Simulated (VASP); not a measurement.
Set up this calculation in VASP 6.6.1, as the native input.

```
Task                   : single point
Functional             : LDA
Potentials or basis    : VASP PAW LDA potentials, release 64 (C)
Cutoff                 : 600 eV
k mesh                 : 8 × 8 × 2
Occupations            : fermi-dirac, width 0.1 eV
Spin                   : no spin polarisation
Dipole correction      : no
Further INCAR settings : ALGO = Normal; EDIFF = 1e-06; NBANDS = 11
```

The structure of C lies in POSCAR:

```
C
1.0
    2.4561701600      0.0000000000      0.0000000000
   -1.2280850800      2.1271057600      0.0000000000
    0.0000000000      0.0000000000      8.5238033600
C
2
Direct
    0.3333333333      0.6666666667      0.0000000000
    0.6666666667      0.3333333333      0.0000000000
```

These files were run (other wordings do the same):

INCAR

```
PREC     = Accurate       # precision mode
ENCUT    = 600            # plane-wave cutoff, eV
EDIFF    = 1E-6           # SCF threshold, eV
ISMEAR   = -1             # smearing method
SIGMA    = 0.1            # smearing width, eV
LREAL    = False          # projectors in reciprocal space
LASPH    = True           # aspherical terms in the spheres
NELM     = 120            # most SCF steps
ALGO     = Normal         # electronic algorithm
ISIF     = 2              # what is computed and relaxed
LWAVE    = False          # write WAVECAR
LCHARG   = False          # write CHGCAR
NBANDS   = 11             # bands
GGA_COMPAT= False
```

KPOINTS

```
regular mesh
0
Gamma
  8 8 2
```

Potentials or basis: VASP PAW LDA potentials, release 64 (C).

The run is started by

```sh
$ cat potpaw_LDA.64/C/POTCAR > POTCAR
$ mpirun -np 1 vasp_std > vasp.out
```

It gave:

| Quantity | Value |
| --- | --- |
| Band gap on the k mesh | 1.98 eV, direct |

Wall time 23 s on 1 thread of Intel Xeon 8259CL (shared host), peak memory 0.14 GiB.
